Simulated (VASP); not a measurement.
Set up this calculation in VASP 6.6.1, as the native input.

```yaml
Task: single point
Functional: PBE
Dispersion: D3(BJ)
Potentials_or_basis: VASP PAW PBE potentials, release 64 (S)
Cutoff: 520 eV
k_mesh: 2 × 2 × 2, shifted
Occupations: fermi-dirac, width 0.1551 eV
Spin: no spin polarisation
Dipole_correction: no
Further_INCAR_settings: LREAL = Auto; ALGO = Normal; EDIFF = 1e-06; NBANDS = 69
```

The structure of S lies in POSCAR:

```
S
1.0
    0.0000000000     -6.3663620000     -2.8849080000
    5.5134310000      3.1831810000     -2.8849080000
    5.5134310000     -3.1831810000      7.2122700000
S
18
Direct
    0.3567334250      0.6794851680      0.4792684285
    0.7455359461      0.0241375100      0.1940440542
    0.0413768089      0.4327077647      0.8296441175
    0.3283939029      0.2128238311      0.4037280039
    0.7188743970      0.5923213510      0.0752531593
    0.0987101937      0.9779210921      0.6950462489
    0.7250286707      0.5229176878      0.5626995985
    0.1112651842      0.8591531795      0.1843397018
    0.3359619601      0.1134166099      0.9425298597
    0.5850108676      0.2019089836      0.5106661806
    0.9069940973      0.5924960954      0.2280107723
    0.1249680238      0.8803605762      0.8908294505
    0.5677076234      0.6541132518      0.6720772818
    0.9390205436     -0.0336219760      0.3444141125
    0.1507463598      0.2994666205      1.0183340375
    0.1979312249      0.4244624836      0.4744929944
    0.5535443254      0.7518336463      0.1843454770
    0.8612060239      0.1422137851      0.7234391994
```

This cell differs from its parent crystal: dynamics (npt langevin) at 1800 K, volume x 1.06, from the last frame before.

One way to write it, as run:

INCAR

```
PREC     = Accurate       # precision mode
ENCUT    = 520            # plane-wave cutoff, eV
EDIFF    = 1E-6           # SCF threshold, eV
ISMEAR   = -1             # smearing method
SIGMA    = 0.1551         # smearing width, eV
LREAL    = Auto         
LASPH    = True           # aspherical terms in the spheres
NELM     = 80             # most SCF steps
ALGO     = Normal         # electronic algorithm
ISIF     = 2              # what is computed and relaxed
LWAVE    = False          # write WAVECAR
LCHARG   = False          # write CHGCAR
GGA      = PE             # functional
IVDW     = 12             # dispersion correction
NBANDS   = 69             # bands
```

KPOINTS

```
Automatic mesh
0
Gamma
  2 2 2
  0.5 0.5 0.5
```

Potentials or basis: VASP PAW PBE potentials, release 64 (S).

Launch:

```sh
$ cat potpaw_PBE.64/S/POTCAR > POTCAR
$ mpirun -np 1 vasp_std > vasp.out
```

Results of the run:

| Property | Result |
| --- | --- |
| Pressure | 1.0 GPa |
| Largest force | 3.090 eV/Å |
| Band gap on the k mesh | 1.13 eV (least direct gap 1.16 eV) |
| Dispersion energy per atom | -0.231 eV |

Caveat: the atoms stand as in a frame of molecular dynamics; a shifted mesh leaves out Γ, where band edges can lie; forces of over 1 eV/Å act on the atoms, so gaps and moduli don't describe the material at rest.

Wall time 110 s on 1 thread of Intel(R) Xeon(R) 6975P-C (Granite Rapids), on a shared host, peak memory 0.45 GiB.
